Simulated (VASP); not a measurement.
Write the native input for VASP 6.6.1 that does the following.

```
Task                   : single point
Functional             : PBE
Dispersion             : D3(BJ)
Potentials or basis    : VASP PAW PBE potentials, release 64 (Rb_sv)
Cutoff                 : 520 eV
k mesh                 : 10 × 10 × 6
Occupations            : gaussian, width 0.15 eV
Spin                   : no spin polarisation
Dipole correction      : no
Further INCAR settings : ALGO = Fast; EDIFF = 1e-06; NBANDS = 16
```

The structure of Rb lies in POSCAR:

```
Rb
1.0
    2.4740083059     -4.3297492603      0.0000000000
    2.4740083059      4.3297492603      0.0000000000
    0.0000000000      0.0000000000      7.1581495820
Rb
2
Direct
    0.8359965595      0.1640034405      0.7500000000
    0.1640034405      0.8359965595      0.2500000000
```

This cell differs from its parent crystal: normal strain along x +0.0000, normal strain along z -0.1100.

The input as run:

INCAR

```
ALGO = Fast
EDIFF = 1E-6
ENCUT = 520
GGA = PE
ISIF = 2
ISMEAR = 0
IVDW = 12
LASPH = True
LCHARG = False
LREAL = False
LWAVE = False
NBANDS = 16
NELM = 60
PREC = Accurate
SIGMA = 0.15
```

KPOINTS

```
k-points
0
Gamma
  10 10 6
```

Potentials or basis: VASP PAW PBE potentials, release 64 (Rb_sv).

Command:

```sh
$ cat potpaw_PBE.64/Rb_sv/POTCAR > POTCAR
$ mpirun -np 1 vasp_std > vasp.out
```

Results of the run:

```json
{
 "Pressure": "0.5 GPa",
 "Band gap on the k mesh": "zero (band 9 reaches 1.21 eV, above the bottom of band 10 at -0.85 eV)",
 "Dispersion energy per atom": "-0.119 eV"
}
```

Caveat: the cell differs from its parent crystal (normal strain along x +0.0000, normal strain along z -0.1100); pairwise dispersion overbinds metals, which lowers pressure and volume.

Run time: 2.4 min on 1 thread of Intel(R) Xeon(R) 6975P-C (Granite Rapids) (shared host), peak memory 0.44 GiB.
